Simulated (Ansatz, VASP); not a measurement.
Two plane-wave programs on TaSi2

```xyz
6
Lattice="0.0000 4.2660 4.3306 2.3999 0.0000 4.3306 2.3999 4.2660 0.0000" Properties=species:S:1:pos:R:3 pbc="T T T"
Ta    1.1999    2.1330    2.1653
Ta    0.0000    0.0000    0.0000
Si    3.5998    7.6856    6.4959
Si    2.3999    2.9794    4.3306
Si    2.3999    5.5526    4.3306
Si    3.5998    5.1124    6.4959
```

Change from the starting cell: the structure that the rattled cubic Laves (C15) type (Fd-3m, No. 227) fell into.

Alike in both runs: functional PBE; k mesh 10 × 10 × 10; occupations gaussian, width 0.1 eV; no spin polarisation.

Ansatz relaxed the structure, and its values are those at the end. VASP's run is a single point on that final structure, the one shown.

```csv
,VASP,Ansatz
version,VASP 6.6.1,Ansatz 0.2.0
potentials or method,"VASP PAW PBE potentials, release 64 (Ta_pv, Si), cutoff 520 eV","scalar-relativistic, plane waves, PAW"
valence electrons in the cell,38,42
```

|  | VASP | Ansatz | Ansatz less VASP |
| --- | --- | --- | --- |
| gap on the k mesh at the Fermi level (eV) | none | none | - |
| pressure (GPa) | 0.1 | 0.0 | -0.08 |

A gap of «none» marks a metal or a gap that the smearing closes. VASP's potentials hold 38 valence electrons a cell and Ansatz's 42, so a difference there can come from the potentials and not from the codes.

Neither program's run includes spin-orbit coupling.
